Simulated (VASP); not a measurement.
Here is a VASP 6.6.1 calculation.

Contents of INCAR:

```
SYSTEM = LiLu12
PREC = Accurate
ENCUT = 520
EDIFF = 1E-6
ISMEAR = -1
SIGMA = 0.05
LREAL = .False.
LASPH = .True.
NELM = 60
ALGO = Normal
ISIF = 2
LWAVE = .False.
LCHARG = .False.
GGA = PE
NBANDS = 164
KPAR = 4
```

Contents of KPOINTS:

```
regular mesh
0
Gamma
  3 2 3
  0 0 0
```

The input POSCAR:

```
LiLu12
1.0
    7.0200000000      0.0000000000      0.0000000000
   -5.2650000000      9.1192480000      0.0000000000
    0.0000000000      0.0000000000      5.5633500000
Lu Li
12 1
Direct
   -0.0429462850     -0.0163500324     -0.0153864129
    0.1747258783      0.2080105728      0.4418920255
    0.0102750900      0.3585054382     -0.0189633944
    0.1472815585      0.5423583173      0.5104837912
    0.0451496928      0.6982812618     -0.0021030494
    0.1967850782      0.9084959637      0.4928145811
    0.5335576085      0.0191024523     -0.0072618117
    0.6815318183      0.2536283694      0.4745522033
    0.4625859966      0.2843216897     -0.0706229160
    0.6429594455      0.5386847687      0.6071881151
    0.5120534533      0.7000028950      0.0325882786
    0.6456135551      0.8776271903      0.4803221081
    0.6254527504      0.5088467821      0.1561469259
```

Potentials or basis: VASP PAW PBE potentials, release 64 (Lu, Li_sv).

Launch:

```console
$ cat potpaw_PBE.64/Lu/POTCAR potpaw_PBE.64/Li_sv/POTCAR > POTCAR
$ mpirun -np 4 vasp_std > vasp.out
```

**Question.** Predict the largest force.

**Answer.** 1.729 eV/Å.

**Question.** Predict the band gap on the k mesh.

**Answer.** Zero (an odd number of electrons rules out a gap without spin polarisation).

Forces in eV/Å, atoms in the order of the input:
```
Lu   1.105  0.705 -0.422
Lu  -0.869  0.545  0.271
Lu   0.329 -0.405  0.150
Lu   0.378  1.194 -0.466
Lu   0.170 -0.241  0.109
Lu  -0.389 -0.440  0.079
Lu  -0.336 -0.237 -0.064
Lu   0.617 -1.099 -0.599
Lu  -0.468 -1.158  0.574
Lu  -0.247  1.393 -0.232
Lu  -0.966 -0.963 -1.062
Lu   0.419  0.491  1.010
Li   0.256  0.214  0.651
```

Caveat: the k points lie up to 0.38 Å⁻¹ apart, too coarse for converged energies and pressures of a metal; the atoms stand as in a frame of molecular dynamics; spin-orbit coupling is left out, which moves the levels of the heavy elements.
